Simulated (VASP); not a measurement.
Runs of VASP 6.6.1 on SiTe3. The structure is that of space group Im-3m (No. 229), or close to it. The cells are those of the table. 

```csv
task,cell,k mesh,cutoff (eV),gap on the mesh (eV),pressure (GPa)
single point,"a = 5.358 Å, angles 109.5°, 4 atoms",4 × 4 × 4,520,none,(a)
relaxation of cell and atoms,"relaxed from a = 5.573 Å, angles 109.5°, 4 atoms",4 × 4 × 4,600,-,0.0
single point,"a = 5.348 Å, angles 109.5°, 4 atoms",10 × 10 × 10,520,none,0.0
single point,"a = 5.573 Å, angles 109.5°, 4 atoms",4 × 4 × 4,520,none,-4.6
```

Alike in all rows: level PBE; potentials or basis VASP PAW PBE potentials, release 64 (Si, Te); no spin polarisation; smearing gaussian 0.1 eV.

Problem. Fill in the values left out.

Solution. (a) -0.2.

Caveats: spin-orbit coupling is left out, which moves the levels of the heavy elements; the bands computed are all filled at some k points, so no gap is given (some runs).

A k mesh can miss the band edges, and the runs leave out spin-orbit coupling on Te.

A gap of «none» marks levels without a gap at the run's occupations.
